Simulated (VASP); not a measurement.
# TiO2 (I4_1/amd) in VASP: a series of runs

The runs below take TiO2 through single point, with PBE+U.

Program: VASP 6.6.1. These are calculated values, not measurements. Logs are shortened: lines on timing, memory, paths and dates and some standing lists are left out, and cuts for length are marked.

### 1 The cell of the first run

The structure is tetragonal, space group I4_1/amd (No. 141). The conventional cell has a = 3.818 Å, b = 3.818 Å, c = 10.143 Å, α = 90.00°, β = 90.00°, γ = 90.00°. Within 2.6 Å of Ti (site symmetry -4m2) lie 6 O at 1.96 to 2.08 Å. O (site symmetry 2mm) has 3 Ti at 1.96 to 2.08 Å and 2 O at 2.51 Å within 2.6 Å.

### 2 Single point, PBE+U (strain +0.0375 x Voigt [0, 0, 1, 0, 0, 0])

The input, INCAR:

```
ALGO = Normal ; EDIFF = 1E-6
ENCUT = 520 ; GGA = PE
ISIF = 2 ; ISMEAR = 0
LASPH = True ; LCHARG = False
LDAU = True ; LDAUJ = 0 0
LDAUL = 2 -1 ; LDAUPRINT = 1
LDAUTYPE = 2 ; LDAUU = 4 0
LMAXMIX = 4 ; LREAL = False
LWAVE = False ; NBANDS = 33
NELM = 150 ; PREC = Accurate
SIGMA = 0.05
```

The input, KPOINTS:

```
k-points
0
Gamma
  8 8 8
```

The input, POSCAR:

```
TiO2
1.0
   -1.9089353641      1.9089353641      5.0716748082
    1.9089353641     -1.9089353641      5.0716748082
    1.9089353641      1.9089353641     -5.0716748082
Ti O
2 4
Direct
    0.0000000000      0.0000000000      0.0000000000
    0.7500000000      0.2500000000      0.5000000000
    0.2052765759      0.2052765759      0.0000000000
    0.9552765759      0.4552765759      0.5000000000
    0.5447234241      0.0447234241      0.5000000000
    0.7947234241      0.7947234241      0.0000000000
```

Potentials or basis: VASP PAW PBE potentials, release 64 (Ti_sv, O).

Command:

```
$ cat potpaw_PBE.64/Ti_sv/POTCAR potpaw_PBE.64/O/POTCAR > POTCAR
$ mpirun -np 1 vasp_std > vasp.out
```

OUTCAR:

```text
EDIFF = 1E-6
   ENCUT = 520
   GGA = PE
   ISIF = 2
   ISMEAR = 0
   LASPH = True
   LREAL = False
   NELM = 150
   PREC = Accurate

 ion  position               nearest neighbor table
   1  0.000  0.000  0.000-   5 1.96   4 1.96   5 1.96   4 1.96   3 2.08   6 2.08
   2  0.750  0.250  0.500-   6 1.96   3 1.96   6 1.96   3 1.96   4 2.08   5 2.08
   3  0.205  0.205  0.000-   2 1.96   2 1.96   1 2.08
   4  0.955  0.455  0.500-   1 1.96   1 1.96   2 2.08
   5  0.545  0.045  0.500-   1 1.96   1 1.96   2 2.08
   6  0.795  0.795  0.000-   2 1.96   2 1.96   1 2.08

  LATTYP: Found a body centered tetragonal cell.
 ALAT       =     3.8178707282
 C/A-ratio  =     2.6568080322

  Lattice vectors:

 A1 = (  -1.9089353641,   1.9089353641,   5.0716748082)
 A2 = (   1.9089353641,  -1.9089353641,   5.0716748082)
 A3 = (   1.9089353641,   1.9089353641,  -5.0716748082)

Analysis of symmetry for initial positions (statically):
=====================================================================
 Subroutine PRICEL returns:
 Original cell was already a primitive cell.

 Routine SETGRP: Setting up the symmetry group for a
 body centered tetragonal supercell.

 Subroutine GETGRP returns: Found 16 space group operations
 (whereof  8 operations were pure point group operations)
 out of a pool of 16 trial point group operations.

The static configuration has the point symmetry D_2d.
 The point group associated with its full space group is D_4h.

Analysis of symmetry for dynamics (positions and initial velocities):
=====================================================================
 Subroutine PRICEL returns:
 Original cell was already a primitive cell.

 Routine SETGRP: Setting up the symmetry group for a
 body centered tetragonal supercell.

 Subroutine GETGRP returns: Found 16 space group operations
[... 196 lines left out ...]
 -0.0000 -0.0000  0.2222  0.0000  0.0000
 -0.0000  0.0000  0.0000  0.0978 -0.0000
  0.0000  0.0000  0.0000 -0.0000  0.2481

spin component  2

  0.1091  0.0000 -0.0000 -0.0000  0.0000
  0.0000  0.0978 -0.0000  0.0000  0.0000
 -0.0000 -0.0000  0.2222  0.0000  0.0000
 -0.0000  0.0000  0.0000  0.0978 -0.0000
  0.0000  0.0000  0.0000 -0.0000  0.2481

 occupancies and eigenvectors

  o =  0.0978  v =  0.0000  0.8368  0.0000 -0.5475 -0.0000  0.0000  0.0000  0.0000  0.0000  0.0000      0.0000  0.0000  0.0000  0.0000  0.0000  0.0000  0.0000  0.0000  0.0000  0.0000
  o =  0.0978  v =  0.0000  0.0000  0.0000  0.0000  0.0000  0.0000  0.8368  0.0000 -0.5475 -0.0000      0.0000  0.0000  0.0000  0.0000  0.0000  0.0000  0.0000  0.0000  0.0000  0.0000
  o =  0.0978  v =  0.0000  0.0000  0.0000  0.0000  0.0000  0.0000  0.5475  0.0000  0.8368  0.0000      0.0000  0.0000  0.0000  0.0000  0.0000  0.0000  0.0000  0.0000  0.0000  0.0000
  o =  0.0978  v =  0.0000  0.5475  0.0000  0.8368  0.0000  0.0000  0.0000  0.0000  0.0000  0.0000      0.0000  0.0000  0.0000  0.0000  0.0000  0.0000  0.0000  0.0000  0.0000  0.0000
  o =  0.1091  v =  0.0000  0.0000  0.0000  0.0000  0.0000  1.0000  0.0000  0.0000  0.0000  0.0000      0.0000  0.0000  0.0000  0.0000  0.0000  0.0000  0.0000  0.0000  0.0000  0.0000
  o =  0.1091  v =  1.0000  0.0000  0.0000  0.0000  0.0000  0.0000  0.0000  0.0000  0.0000  0.0000      0.0000  0.0000  0.0000  0.0000  0.0000  0.0000  0.0000  0.0000  0.0000  0.0000
  o =  0.2222  v =  0.0000 -0.0000  1.0000  0.0000 -0.0000  0.0000  0.0000  0.0000  0.0000  0.0000      0.0000  0.0000  0.0000  0.0000  0.0000  0.0000  0.0000  0.0000  0.0000  0.0000
  o =  0.2222  v =  0.0000  0.0000  0.0000  0.0000  0.0000  0.0000 -0.0000  1.0000  0.0000 -0.0000      0.0000  0.0000  0.0000  0.0000  0.0000  0.0000  0.0000  0.0000  0.0000  0.0000
  o =  0.2481  v =  0.0000 -0.0000  0.0000  0.0000 -1.0000  0.0000  0.0000  0.0000  0.0000  0.0000      0.0000  0.0000  0.0000  0.0000  0.0000  0.0000  0.0000  0.0000  0.0000  0.0000
  o =  0.2481  v =  0.0000  0.0000  0.0000  0.0000  0.0000  0.0000 -0.0000  0.0000  0.0000 -1.0000      0.0000  0.0000  0.0000  0.0000  0.0000  0.0000  0.0000  0.0000  0.0000  0.0000

 number of electron      48.0000001 magnetization

 Free energy of the ion-electron system (eV)
  ---------------------------------------------------
  ext. energy  EPLUGINS =         0.00000000
  ---------------------------------------------------
  free energy    TOTEN  =       -48.45515339 eV

  energy without entropy =      -48.45515339  energy(sigma->0) =      -48.45515339

 E-fermi :   3.3309     XC(G=0): -10.3354

 val. band max:        2.9517595365   @ k =  -0.3750   0.3750   0.0000
 cond. band min:       5.5329097693   @ k =   0.0000   0.0000   0.0000
 fundamental gap:      2.5811502328
 Fermi energy:         3.3309111523

 k-point     1 :       0.0000    0.0000    0.0000
  band No.  band energies     occupation
      1     -54.7588      2.00000
      2     -54.7266      2.00000
      3     -31.0647      2.00000
      4     -30.8855      2.00000
      5     -30.8855      2.00000
      6     -30.8462      2.00000
[... 853 lines left out ...]
     32       8.7592      0.00000
     33       9.4722      0.00000

 [... further k-points ...]

------------------------ aborting loop because EDIFF is reached ----------------------------------------

  FORCE on cell =-STRESS in cart. coord.  units (eV):
  Direction    XX          YY          ZZ          XY          YZ          ZX
  --------------------------------------------------------------------------------------
  -------------------------------------------------------------------------------------
  Total       -0.1186986     -0.1186986     -3.9695305      0.0000000     -0.0000000      0.0000000
  in kB       -2.5725414     -2.5725414    -86.0311818      0.0000000     -0.0000000      0.0000000
  external PRESSURE =     -30.3920882 kB  Pullay stress =       0.0000000 kB

 VOLUME and BASIS-vectors are now :
 -----------------------------------------------------------------------------
  energy-cutoff  :      520.00
  volume of cell :       73.93
      direct lattice vectors                 reciprocal lattice vectors
    -1.908935364  1.908935364  5.071674808     0.000000000  0.261926103  0.098586763
     1.908935364 -1.908935364  5.071674808     0.261926103  0.000000000  0.098586763
     1.908935364  1.908935364 -5.071674808     0.261926103  0.261926103  0.000000000

 POSITION                                       TOTAL-FORCE (eV/Angst)
 -----------------------------------------------------------------------------------
      0.00000      0.00000      0.00000        -0.000000     -0.000000      0.000000
     -0.00000      1.90894      2.53584        -0.000000     -0.000000      0.000000
      0.00000      0.00000      2.08219         0.000000      0.000000     -0.380914
      0.00000      1.90894      4.61803        -0.000000     -0.000000     -0.380914
      0.00000      1.90894      0.45365        -0.000000     -0.000000      0.380914
      0.00000      0.00000      8.06116        -0.000000     -0.000000      0.380914
 -----------------------------------------------------------------------------------
    total drift:                                0.000000     -0.000000      0.000000

  FREE ENERGIE OF THE ION-ELECTRON SYSTEM (eV)
  ---------------------------------------------------
  free  energy   TOTEN  =       -48.4551533903 eV

  energy  without entropy=      -48.4551533903  energy(sigma->0) =      -48.45515339
```

OSZICAR:

```text
N       E                     dE             d eps       ncg     rms          rms(c)
DAV:   1     0.663382271463E+03    0.66338E+03   -0.24103E+04  3894   0.166E+03
DAV:   2     0.323737933848E+02   -0.63101E+03   -0.58792E+03  4323   0.501E+02
DAV:   3    -0.633077590033E+02   -0.95682E+02   -0.94270E+02  5366   0.189E+02
DAV:   4    -0.681843481981E+02   -0.48766E+01   -0.48644E+01  5915   0.417E+01
DAV:   5    -0.683778572169E+02   -0.19351E+00   -0.19347E+00  5082   0.621E+00    0.303E+01
DAV:   6    -0.481087791941E+02    0.20269E+02   -0.88030E+01  5546   0.877E+01    0.962E+00
DAV:   7    -0.485916765516E+02   -0.48290E+00   -0.13439E+01  5295   0.251E+01    0.728E+00
DAV:   8    -0.484508056621E+02    0.14087E+00   -0.62210E-01  5298   0.665E+00    0.463E+00
DAV:   9    -0.484525680352E+02   -0.17624E-02   -0.52037E-01  5287   0.616E+00    0.114E+00
DAV:  10    -0.484614588337E+02   -0.88908E-02   -0.70107E-02  6076   0.213E+00    0.751E-01
DAV:  11    -0.484554189589E+02    0.60399E-02   -0.21067E-02  4948   0.141E+00    0.164E-01
DAV:  12    -0.484551305609E+02    0.28840E-03   -0.12007E-03  5734   0.256E-01    0.631E-02
DAV:  13    -0.484551819422E+02   -0.51381E-04   -0.37296E-04  5111   0.213E-01    0.493E-02
DAV:  14    -0.484551538444E+02    0.28098E-04   -0.53889E-05  4928   0.871E-02    0.173E-02
DAV:  15    -0.484551541911E+02   -0.34667E-06   -0.13150E-05  4765   0.212E-02    0.737E-03
DAV:  16    -0.484551533903E+02    0.80076E-06   -0.34524E-06  4180   0.143E-02
   1 F= -.48455153E+02 E0= -.48455153E+02  d E =-.234655E-28
```

Wall time 5.9 min (1 thread of Intel Xeon 6975P-C, shared host); peak memory 0.38 GiB.

What came out:

```
Free energy            : -48.4552 eV
Pressure               : -3.0 GPa
Largest force          : 0.381 eV/Å
Band gap on the k mesh : 2.58 eV, indirect (least direct gap 2.88 eV)
```

Forces on the atoms (eV/Å):
```
Ti   0.000  0.000  0.000
Ti   0.000  0.000  0.000
O    0.000  0.000 -0.381
O    0.000  0.000 -0.381
O    0.000  0.000  0.381
O    0.000  0.000  0.381
```

Eigenvalues of the final occupation matrices:
| site | spin | trace | eigenvalues |
| --- | --- | --- | --- |
| site 1 d | 1 | 0.78 | 0.10 0.10 0.11 0.22 0.25 |
| site 1 d | 2 | 0.78 | 0.10 0.10 0.11 0.22 0.25 |
| site 2 d | 1 | 0.78 | 0.10 0.10 0.11 0.22 0.25 |
| site 2 d | 2 | 0.78 | 0.10 0.10 0.11 0.22 0.25 |

Caveat: the cell differs from its parent crystal (strain +0.0375 x Voigt [0, 0, 1, 0, 0, 0]). A k mesh can miss the band edges.

### 3 Single point, PBE+U (strain +0.0750 x Voigt [0, 0, 1, 0, 0, 0])

The input, INCAR:

```
SYSTEM = TiO2
PREC = Accurate ; ENCUT = 520
EDIFF = 1E-6 ; ISMEAR = 0
SIGMA = 0.05 ; LREAL = .False.
LASPH = .True. ; NELM = 150
ALGO = Normal ; ISIF = 2
LWAVE = .False. ; LCHARG = .True.
LMAXMIX = 4 ; LDAU = .True.
LDAUTYPE = 2 ; LDAUL = 2 -1
LDAUU = 4 0 ; LDAUJ = 0 0
LDAUPRINT = 1 ; GGA = PE
LELF = .True. ; LVHAR = .True.
NBANDS = 33
```

The input, KPOINTS:

```
Automatic mesh
0
Gamma
  8 8 8
  0 0 0
```

Edit POSCAR of step 2 so:

```diff
@@ -2,5 +2,5 @@
 1.0
-   -1.9089353641      1.9089353641      5.0716748082
-    1.9089353641     -1.9089353641      5.0716748082
-    1.9089353641      1.9089353641     -5.0716748082
+   -1.9089353641      1.9089353641      5.2549883555
+    1.9089353641     -1.9089353641      5.2549883555
+    1.9089353641      1.9089353641     -5.2549883555
 Ti O
```

Potentials or basis: VASP PAW PBE potentials, release 64 (Ti_sv, O).

Command:

```
$ cat potpaw_PBE.64/Ti_sv/POTCAR potpaw_PBE.64/O/POTCAR > POTCAR
$ mpirun -np 1 vasp_std > vasp.out
```

It took 6.3 min on 1 thread of Intel Xeon 6975P-C, shared host; peak memory 0.38 GiB.

Results (log left out):

```
Free energy            : -48.2455 eV
Pressure               : -8.4 GPa
Largest force          : 0.675 eV/Å
Band gap on the k mesh : 2.49 eV, indirect (least direct gap 2.83 eV)
```

Forces in eV/Å, atoms in the order of the input:
```
Ti   0.000  0.000  0.000
Ti   0.000  0.000  0.000
O    0.000  0.000 -0.675
O    0.000  0.000 -0.675
O    0.000  0.000  0.675
O    0.000  0.000  0.675
```

Stress tensor (GPa, compression positive):
```
 -4.39   0.00   0.00
  0.00  -4.39   0.00
  0.00   0.00 -16.33
```

Levels at points of the mesh, in eV from the valence-band top:
```csv
k point,band 20,band 21,band 22,band 23,band 24,band 25,band 26,band 27,band 28,band 29
"(0.00, 0.00, 0.00)",-1.09,-1.09,-0.97,-0.39,-0.39,2.49,2.93,4.05,4.05,4.06
"(0.50, 0.00, 0.00)",-1.71,-1.65,-1.20,-0.79,-0.78,3.41,3.46,3.50,3.66,4.21
"(0.50, 0.50, 0.00)",-2.29,-1.93,-1.93,-0.06,-0.06,3.19,3.19,3.62,3.62,4.81
"(0.50, 0.50, 0.50)",-1.45,-1.41,-1.41,-0.20,-0.20,2.71,2.71,3.88,3.88,4.22
```

Eigenvalues of the final occupation matrices:
| site | spin | trace | eigenvalues |
| --- | --- | --- | --- |
| site 1 d | 1 | 0.76 | 0.10 0.10 0.11 0.20 0.25 |
| site 1 d | 2 | 0.76 | 0.10 0.10 0.11 0.20 0.25 |
| site 2 d | 1 | 0.76 | 0.10 0.10 0.11 0.20 0.25 |
| site 2 d | 2 | 0.76 | 0.10 0.10 0.11 0.20 0.25 |

Caveat: the cell differs from its parent crystal (strain +0.0750 x Voigt [0, 0, 1, 0, 0, 0]).

### 4 Single point, PBE+U (strain +0.1125 x Voigt [0, 0, 1, 0, 0, 0])

The input, INCAR:

```
PREC     = Accurate       # precision mode
ENCUT    = 520            # plane-wave cutoff, eV
EDIFF    = 1E-6           # SCF threshold, eV
ISMEAR   = 0              # smearing method
SIGMA    = 0.05           # smearing width, eV
LREAL    = False          # projectors in reciprocal space
LASPH    = True           # aspherical terms in the spheres
NELM     = 150            # most SCF steps
ALGO     = Normal         # electronic algorithm
ISIF     = 2              # what is computed and relaxed
LWAVE    = False          # write WAVECAR
LCHARG   = True           # write CHGCAR
LMAXMIX  = 4              # l up to which the mixer works
LDAU     = True           # DFT+U
LDAUTYPE = 2            
LDAUL    = 2 -1           # shell
LDAUU    = 4 0            # U, eV
LDAUJ    = 0 0          
LDAUPRINT= 1            
GGA      = PE             # functional
LELF     = True           # ELF
LVHAR    = True         
NBANDS   = 33             # bands
```

The input, KPOINTS:

```
Automatic mesh
0
Gamma
  8 8 8
```

Edit POSCAR of step 3 so:

```diff
@@ -2,5 +2,5 @@
 1.0
-   -1.9089353641      1.9089353641      5.2549883555
-    1.9089353641     -1.9089353641      5.2549883555
-    1.9089353641      1.9089353641     -5.2549883555
+   -1.9089353641      1.9089353641      5.4383019028
+    1.9089353641     -1.9089353641      5.4383019028
+    1.9089353641      1.9089353641     -5.4383019028
 Ti O
```

Command:

```
$ cat potpaw_PBE.64/Ti_sv/POTCAR potpaw_PBE.64/O/POTCAR > POTCAR
$ mpirun -np 1 vasp_std > vasp.out
```

It took 7.2 min on 1 thread of Intel Xeon 6975P-C, shared host; peak memory 0.39 GiB.

The run converged. Its results:

| Property | Result |
| --- | --- |
| Free energy | -47.9354 eV |
| Pressure | -12.3 GPa |
| Largest force | 0.802 eV/Å |
| Band gap on the k mesh | 2.41 eV, indirect (least direct gap 2.76 eV) |

Forces in eV/Å, atoms in the order of the input:
```
Ti   0.000  0.000  0.000
Ti   0.000  0.000  0.000
O    0.000  0.000 -0.802
O    0.000  0.000 -0.802
O    0.000  0.000  0.802
O    0.000  0.000  0.802
```

Stress tensor (GPa, compression positive):
```
 -7.96   0.00   0.00
  0.00  -7.96   0.00
  0.00   0.00 -20.85
```

Levels at points of the mesh, in eV from the valence-band top:
```
           k point  band 20  band 21  band 22  band 23  band 24  band 25  band 26  band 27  band 28  band 29
(0.00, 0.00, 0.00)    -1.22    -1.22    -1.03    -0.41    -0.41     2.41     2.77     3.69     3.92     3.92
(0.50, 0.00, 0.00)    -1.63    -1.63    -1.36    -0.82    -0.76     3.21     3.29     3.37     3.55     4.05
(0.50, 0.50, 0.00)    -2.22    -1.92    -1.92    -0.06    -0.06     2.97     2.97     3.41     3.41     4.64
(0.50, 0.50, 0.50)    -1.57    -1.40    -1.40    -0.26    -0.26     2.59     2.59     3.76     3.76     3.97
```

Eigenvalues of the final occupation matrices:
```
    site  spin  trace               eigenvalues
site 1 d     1   0.75  0.10 0.10 0.12 0.19 0.25
site 1 d     2   0.75  0.10 0.10 0.12 0.19 0.25
site 2 d     1   0.75  0.10 0.10 0.12 0.19 0.25
site 2 d     2   0.75  0.10 0.10 0.12 0.19 0.25
```

Caveat: the cell differs from its parent crystal (strain +0.1125 x Voigt [0, 0, 1, 0, 0, 0]).

### 5 Summary

```csv
cell,gap on the mesh (eV),pressure (GPa),largest force (eV/Å)
"a = 5.745 Å, angles 141.2, 141.2, 56.1°, 6 atoms",2.58,-3.0,0.38
"a = 5.908 Å, angles 142.3, 142.3, 54.4°, 6 atoms",2.49,-8.4,0.67
"a = 6.072 Å, angles 143.3, 143.3, 52.8°, 6 atoms",2.41,-12.3,0.80
```

Alike in all rows: task single point; level PBE+U; potentials or basis VASP PAW PBE potentials, release 64 (Ti_sv, O); no spin polarisation; Ti d U = 4.0 eV; k mesh 8 × 8 × 8; cutoff (eV) 520; smearing gaussian 0.05 eV.

Total energies depend on the potentials used, so only differences within one code and one set of settings carry meaning.
